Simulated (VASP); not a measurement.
# Na in VASP: a series of runs

The runs below take Na through electric field gradients, with PBEsol.

Everything below comes from runs of VASP 6.6.1. Logs are shortened: lines on timing, memory, paths and dates and some standing lists are left out, and cuts for length are marked.

### Step 1. The cell of the first run

Symmetry: Im-3m, No. 229, cubic system. Conventional cell: a = 4.208 Å, b = 4.208 Å, c = 4.208 Å, α = 90.00°, β = 90.00°, γ = 90.00°. Within 4.8 Å of Na (site symmetry m-3m) lie 14 Na at 3.64 to 4.21 Å.

### Step 2. Electric field gradients, PBEsol

INCAR reads:

```
SYSTEM = Na
PREC = Accurate
ENCUT = 400
EDIFF = 1E-8
ISMEAR = -1
SIGMA = 0.05
LREAL = .False.
LASPH = .True.
NELM = 120
ALGO = Normal
ISIF = 2
LWAVE = .False.
LCHARG = .False.
GGA = PS
LEFG = .True.
NBANDS = 10
GGA_COMPAT = .False.
```

KPOINTS reads:

```
Automatic mesh
0
Gamma
  12 12 12
  0 0 0
```

POSCAR reads:

```
Na
1.0
   -2.1040267987      2.1040267987      2.1040267987
    2.1040267987     -2.1040267987      2.1040267987
    2.1040267987      2.1040267987     -2.1040267987
Na
1
Direct
    0.0000000000      0.0000000000      0.0000000000
```

Potentials or basis: VASP PAW PBE potentials, release 64 (Na_pv).

The run is started by

```bash
> cat potpaw_PBE.64/Na_pv/POTCAR > POTCAR
> mpirun -np 1 vasp_std > vasp.out
```

OUTCAR:

```text
SYSTEM = Na
   PREC = Accurate
   ENCUT = 400
   EDIFF = 1E-8
   ISMEAR = -1
   LREAL = .False.
   LASPH = .True.
   NELM = 120
   ISIF = 2
   GGA = PS

 ion  position               nearest neighbor table
   1  0.000  0.000  0.000-

  LATTYP: Found a body centered cubic cell.
 ALAT       =     4.2080535974

  Lattice vectors:

 A1 = (  -2.1040267987,   2.1040267987,   2.1040267987)
 A2 = (   2.1040267987,  -2.1040267987,   2.1040267987)
 A3 = (   2.1040267987,   2.1040267987,  -2.1040267987)

Analysis of symmetry for initial positions (statically):
=====================================================================
 Subroutine PRICEL returns:
 Original cell was already a primitive cell.

 Routine SETGRP: Setting up the symmetry group for a
 body centered cubic supercell.

 Subroutine GETGRP returns: Found 48 space group operations
 (whereof 48 operations were pure point group operations)
 out of a pool of 48 trial point group operations.

The static configuration has the point symmetry O_h .

Analysis of symmetry for dynamics (positions and initial velocities):
=====================================================================
 Subroutine PRICEL returns:
 Original cell was already a primitive cell.

 Routine SETGRP: Setting up the symmetry group for a
 body centered cubic supercell.

 Subroutine GETGRP returns: Found 48 space group operations
 (whereof 48 operations were pure point group operations)
 out of a pool of 48 trial point group operations.

The dynamic configuration has the point symmetry O_h .

 Subroutine INISYM returns: Found 48 space group operations
 (whereof 48 operations are pure point group operations),
 and found     1 'primitive' translations

----------------------------------------------------------------------------------------

                                     Primitive cell

  volume of cell :      37.2575

  direct lattice vectors                    reciprocal lattice vectors
    -2.104026799  2.104026799  2.104026799     0.000000000  0.237639559  0.237639559
     2.104026799 -2.104026799  2.104026799     0.237639559  0.000000000  0.237639559
     2.104026799  2.104026799 -2.104026799     0.237639559  0.237639559  0.000000000

  length of vectors
[... 113 lines left out ...]
  volume of cell :       37.26
 maximum number of plane-waves:       691
   NGX = 11   NGY = 11   NGZ = 11

 number of electron       6.9999985 magnetization

 Free energy of the ion-electron system (eV)
  ---------------------------------------------------
  ext. energy  EPLUGINS =         0.00000000
  ---------------------------------------------------
  free energy    TOTEN  =        -1.39815037 eV

  energy without entropy =       -1.39277812  energy(sigma->0) =       -1.39546425

 E-fermi :   0.2542     XC(G=0):  -6.4880

 val. band max:        0.2179881893   @ k =  -0.3333   0.4167   0.1667
 cond. band min:       0.3291574821   @ k =   0.3333   0.1667  -0.0000
 fundamental gap:      0.1111692929
 Fermi energy:         0.2542098666

 k-point     1 :       0.0000    0.0000    0.0000
  band No.  band energies     occupation
      1     -24.4957      2.00000
      2     -24.4957      2.00000
      3     -24.4957      2.00000
      4      -2.9759      2.00000
      5      11.9907      0.00000
      6      11.9907      0.00000
      7      11.9907      0.00000
      8      12.9922      0.00000
      9      12.9922      0.00000
     10      13.5318      0.00000
[... 287 lines left out ...]
 k-point    24 :       0.4167    0.0833    0.0833
  band No.  band energies     occupation
      1     -24.5287      2.00000
      2     -24.5089      2.00000
      3     -24.4976      2.00000
      4       1.2534      0.00000
      5       1.7426      0.00000
      6       6.4899      0.00000
      7       7.5967      0.00000
      8      11.9612      0.00000
      9      12.7628      0.00000
     10      16.6244      0.00000

 [... further k-points ...]
[... 5 lines left out ...]
  --------------------------------------------------------------------------------------
  -------------------------------------------------------------------------------------
  Total       -0.0929653     -0.0929653     -0.0929653     -0.0000000      0.0000000      0.0000000
  in kB       -3.9977675     -3.9977675     -3.9977675     -0.0000000      0.0000000      0.0000000
  external PRESSURE =      -3.9977675 kB  Pullay stress =       0.0000000 kB

 VOLUME and BASIS-vectors are now :
 -----------------------------------------------------------------------------
  energy-cutoff  :      400.00
  volume of cell :       37.26
      direct lattice vectors                 reciprocal lattice vectors
    -2.104026799  2.104026799  2.104026799     0.000000000  0.237639559  0.237639559
     2.104026799 -2.104026799  2.104026799     0.237639559  0.000000000  0.237639559
     2.104026799  2.104026799 -2.104026799     0.237639559  0.237639559  0.000000000

 POSITION                                       TOTAL-FORCE (eV/Angst)
 -----------------------------------------------------------------------------------
      0.00000      0.00000      0.00000        -0.000000      0.000000      0.000000
 -----------------------------------------------------------------------------------
    total drift:                               -0.000000      0.000000      0.000000

  FREE ENERGIE OF THE ION-ELECTRON SYSTEM (eV)
  ---------------------------------------------------
  free  energy   TOTEN  =        -1.3981503717 eV

  energy  without entropy=       -1.3927781194  energy(sigma->0) =       -1.39546425

 Electric field gradients (V/A^2)
---------------------------------------------------------------------
 ion       V_xx      V_yy      V_zz      V_xy      V_xz      V_yz
---------------------------------------------------------------------
   1       0.000    -0.000     0.000    -0.007    -0.007    -0.007
---------------------------------------------------------------------

 Electric field gradients after diagonalization (V/A^2)
 (convention: |V_zz| > |V_xx| > |V_yy|)
----------------------------------------------------------------------
 ion       V_xx      V_yy      V_zz     asymmetry (V_yy - V_xx)/ V_zz
----------------------------------------------------------------------
   1       0.007     0.007    -0.013       0.000
----------------------------------------------------------------------

           NMR quadrupolar parameters

 Cq : quadrupolar parameter    Cq=e*Q*V_zz/h
 eta: asymmetry parameters     (V_yy - V_xx)/ V_zz
 Q  : nuclear electric quadrupole moment in mb (millibarn)
----------------------------------------------------------------------
 ion       Cq(MHz)       eta       Q (mb)
----------------------------------------------------------------------
   1      -0.000       0.000       1.000
----------------------------------------------------------------------
```

OSZICAR:

```text
N       E                     dE             d eps       ncg     rms          rms(c)
DAV:   1     0.240636239395E+02    0.24064E+02   -0.34302E+03  1464   0.482E+02
DAV:   2    -0.879779017802E+00   -0.24943E+02   -0.24847E+02  1490   0.133E+02
DAV:   3    -0.139580812987E+01   -0.51603E+00   -0.51578E+00  1770   0.212E+01
DAV:   4    -0.139996876934E+01   -0.41606E-02   -0.41604E-02  1718   0.184E+00
DAV:   5    -0.140002448602E+01   -0.55717E-04   -0.55716E-04  1650   0.213E-01    0.230E-01
DAV:   6    -0.139856004547E+01    0.14644E-02   -0.27711E-03  1722   0.758E-01    0.142E-01
DAV:   7    -0.139820265831E+01    0.35739E-03   -0.25071E-03  1610   0.644E-01    0.455E-02
DAV:   8    -0.139815040171E+01    0.52257E-04   -0.19889E-04  1660   0.241E-01    0.251E-03
DAV:   9    -0.139815044281E+01   -0.41103E-07   -0.85451E-07  1728   0.103E-02    0.135E-03
DAV:  10    -0.139815036679E+01    0.76025E-07   -0.32220E-08  1684   0.134E-03    0.111E-04
DAV:  11    -0.139815037169E+01   -0.48992E-08   -0.68348E-10   952   0.238E-04
   1 F= -.13981504E+01 E0= -.13954642E+01  d E =-.537225E-02
```

Wall time 16 s (1 thread of AMD EPYC 7R43 (Zen 3), shared host); peak memory 0.1 GiB.

Results:

```yaml
Free_energy: -1.3982 eV
Pressure: -0.4 GPa
```

Levels at points of the mesh, in eV from the Fermi level:
```tsv
k point	band 1	band 2	band 3	band 4	band 5	band 6	band 7
(0.00, 0.00, 0.00)	-24.75	-24.75	-24.75	-3.23	11.74	11.74	11.74
(0.50, 0.00, 0.00)	-24.79	-24.76	-24.75	0.78	1.26	8.22	9.16
(0.50, 0.50, 0.50)	-24.78	-24.78	-24.78	4.54	4.54	4.91	4.91
```

Caveat: without QUAD_EFG the Cq values of the log hold for a quadrupole moment of 1 mb, not for the nuclei; the PAW data sets were made with another functional, which shifts forces and pressure a little.

### Step 3. Electric field gradients, PBEsol (volume scaled by 1.025)

INCAR reads:

```
PREC = Accurate
ENCUT = 400
EDIFF = 1E-8
ISMEAR = -1
SIGMA = 0.05
LREAL = F
LASPH = T
NELM = 120
ALGO = Normal
ISIF = 2
LWAVE = F
LCHARG = F
GGA = PS
LEFG = T
NBANDS = 10
GGA_COMPAT = F
```

KPOINTS reads:

```
Automatic mesh
0
Gamma
  12 12 12
```

POSCAR reads:

```
Na
1.0
   -2.1214162385      2.1214162385      2.1214162385
    2.1214162385     -2.1214162385      2.1214162385
    2.1214162385      2.1214162385     -2.1214162385
Na
1
Direct
    0.0000000000      0.0000000000      0.0000000000
```

Potentials or basis: VASP PAW PBE potentials, release 64 (Na_pv).

The run is started by

```bash
> cat potpaw_PBE.64/Na_pv/POTCAR > POTCAR
> mpirun -np 1 vasp_std > vasp.out
```

OUTCAR:

```text
PREC = Accurate
   ENCUT = 400
   EDIFF = 1E-8
   ISMEAR = -1
   LREAL = F
   LASPH = T
   NELM = 120
   ISIF = 2
   GGA = PS

 ion  position               nearest neighbor table
   1  0.000  0.000  0.000-

  LATTYP: Found a body centered cubic cell.
 ALAT       =     4.2428324770

  Lattice vectors:

 A1 = (  -2.1214162385,   2.1214162385,   2.1214162385)
 A2 = (   2.1214162385,  -2.1214162385,   2.1214162385)
 A3 = (   2.1214162385,   2.1214162385,  -2.1214162385)

Analysis of symmetry for initial positions (statically):
=====================================================================
 Subroutine PRICEL returns:
 Original cell was already a primitive cell.

 Routine SETGRP: Setting up the symmetry group for a
 body centered cubic supercell.

 Subroutine GETGRP returns: Found 48 space group operations
 (whereof 48 operations were pure point group operations)
 out of a pool of 48 trial point group operations.

The static configuration has the point symmetry O_h .

Analysis of symmetry for dynamics (positions and initial velocities):
=====================================================================
 Subroutine PRICEL returns:
 Original cell was already a primitive cell.

 Routine SETGRP: Setting up the symmetry group for a
 body centered cubic supercell.

 Subroutine GETGRP returns: Found 48 space group operations
 (whereof 48 operations were pure point group operations)
 out of a pool of 48 trial point group operations.

The dynamic configuration has the point symmetry O_h .

 Subroutine INISYM returns: Found 48 space group operations
[... 146 lines left out ...]
 fundamental gap:      0.1096889630
 Fermi energy:         0.1861989597

 k-point     1 :       0.0000    0.0000    0.0000
  band No.  band energies     occupation
      1     -24.5843      2.00000
      2     -24.5843      2.00000
      3     -24.5843      2.00000
      4      -2.9928      2.00000
      5      11.7631      0.00000
      6      11.7631      0.00000
      7      11.7631      0.00000
      8      12.7502      0.00000
      9      12.7502      0.00000
     10      13.2796      0.00000
[... 287 lines left out ...]
 k-point    24 :       0.4167    0.0833    0.0833
  band No.  band energies     occupation
      1     -24.6149      2.00000
      2     -24.5968      2.00000
      3     -24.5864      2.00000
      4       1.1759      0.00000
      5       1.6446      0.00000
      6       6.3397      0.00000
      7       7.3860      0.00000
      8      11.7227      0.00000
      9      12.4890      0.00000
     10      16.3230      0.00000

 [... further k-points ...]
[... 5 lines left out ...]
  --------------------------------------------------------------------------------------
  -------------------------------------------------------------------------------------
  Total       -0.1335916     -0.1335916     -0.1335916     -0.0000000     -0.0000000     -0.0000000
  in kB       -5.6046941     -5.6046941     -5.6046941     -0.0000000     -0.0000000     -0.0000000
  external PRESSURE =      -5.6046941 kB  Pullay stress =       0.0000000 kB

 VOLUME and BASIS-vectors are now :
 -----------------------------------------------------------------------------
  energy-cutoff  :      400.00
  volume of cell :       38.19
      direct lattice vectors                 reciprocal lattice vectors
    -2.121416239  2.121416239  2.121416239     0.000000000  0.235691606  0.235691606
     2.121416239 -2.121416239  2.121416239     0.235691606  0.000000000  0.235691606
     2.121416239  2.121416239 -2.121416239     0.235691606  0.235691606  0.000000000

 POSITION                                       TOTAL-FORCE (eV/Angst)
 -----------------------------------------------------------------------------------
      0.00000      0.00000      0.00000         0.000000      0.000000      0.000000
 -----------------------------------------------------------------------------------
    total drift:                               -0.000000     -0.000000      0.000000

  FREE ENERGIE OF THE ION-ELECTRON SYSTEM (eV)
  ---------------------------------------------------
  free  energy   TOTEN  =        -1.3965286037 eV

  energy  without entropy=       -1.3911095938  energy(sigma->0) =       -1.39381910

 Electric field gradients (V/A^2)
---------------------------------------------------------------------
 ion       V_xx      V_yy      V_zz      V_xy      V_xz      V_yz
---------------------------------------------------------------------
   1      -0.000     0.000    -0.000    -0.004    -0.004    -0.004
---------------------------------------------------------------------

 Electric field gradients after diagonalization (V/A^2)
 (convention: |V_zz| > |V_xx| > |V_yy|)
----------------------------------------------------------------------
 ion       V_xx      V_yy      V_zz     asymmetry (V_yy - V_xx)/ V_zz
----------------------------------------------------------------------
   1       0.004     0.004    -0.008       0.000
----------------------------------------------------------------------

           NMR quadrupolar parameters

 Cq : quadrupolar parameter    Cq=e*Q*V_zz/h
 eta: asymmetry parameters     (V_yy - V_xx)/ V_zz
 Q  : nuclear electric quadrupole moment in mb (millibarn)
----------------------------------------------------------------------
 ion       Cq(MHz)       eta       Q (mb)
----------------------------------------------------------------------
   1      -0.000       0.000       1.000
----------------------------------------------------------------------
```

stdout:

```text
POSCAR found type information on POSCAR Na
 POSCAR found :  1 types and       1 ions
 scaLAPACK will be used
 -----------------------------------------------------------------------------
|                                                                             |
|                                                                             |
|     You enforced a specific xc type in the INCAR file but a different       |
|     I HOPE YOU KNOW WHAT YOU ARE DOING!                                     |
|                                                                             |
 -----------------------------------------------------------------------------

 LDA part: xc-table for (Slater+PW92), standard interpolation
 POSCAR, INCAR and KPOINTS ok, starting setup
 FFT: planning ... GRIDC
 FFT: planning ... GRID_SOFT
 FFT: planning ... GRID
 WAVECAR not read
 entering main loop
ion   1
```

Wall time 15 s (1 thread of AMD EPYC 7R43 (Zen 3), shared host); peak memory 0.1 GiB.

Results:

```
Free energy : -1.3965 eV
Pressure    : -0.6 GPa
```

Levels at points of the mesh, in eV from the Fermi level:
```tsv
k point	band 1	band 2	band 3	band 4	band 5	band 6
(0.00, 0.00, 0.00)	-24.77	-24.77	-24.77	-3.18	11.58	11.58
(0.50, 0.00, 0.00)	-24.80	-24.78	-24.77	0.78	1.23	8.11
(0.50, 0.50, 0.50)	-24.79	-24.79	-24.79	4.50	4.50	4.82
```

Caveat: without QUAD_EFG the Cq values of the log hold for a quadrupole moment of 1 mb, not for the nuclei; the PAW data sets were made with another functional, which shifts forces and pressure a little.

[end of part 1 of 2]
